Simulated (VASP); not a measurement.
## Te: single point with PBE

The system is Te.

```
Te
1.0
    -1.52742    1.52742    1.52742
     1.52742   -1.52742    1.52742
     1.52742    1.52742   -1.52742
Te
1
Cartesian
  0.0000 0.0000 0.0000
```

This isn't the form of Te at room conditions, which is trigonal, of chains.

```yaml
Program: VASP 6.6.1
Task: single point
Functional: PBE
Potentials_or_basis: VASP PAW PBE potentials, release 64 (Te)
Cutoff: 520 eV
k_mesh: 18 × 18 × 18
Occupations: fermi-dirac, width 0.1 eV
Spin: no spin polarisation
Dipole_correction: no
Further_INCAR_settings: ALGO = Normal; EDIFF = 1e-06; NBANDS = 9
```

- Pressure: 192.0 GPa
- Band gap on the k mesh: zero (bands 3 and 4 overlap by 15.84 eV)

Levels at points of the mesh, in eV from the Fermi level:
```csv
k point,band 1,band 2,band 3,band 4,band 5,band 6,band 7,band 8
"(0.00, 0.00, 0.00)",-22.35,8.71,8.71,8.71,10.11,10.11,10.11,11.87
"(0.50, 0.00, 0.00)",-13.93,-12.95,0.43,2.64,5.89,7.12,16.21,17.21
"(0.50, 0.50, 0.50)",-6.50,-6.50,-6.50,-5.46,-0.62,-0.62,18.13,23.31
```

Run time: 25 s on 1 thread of AMD EPYC 7R13, with other jobs on the host, peak memory 0.14 GiB.

Caveat: the cell stands under pressure; spin-orbit coupling is left out, which moves the levels of the heavy elements.
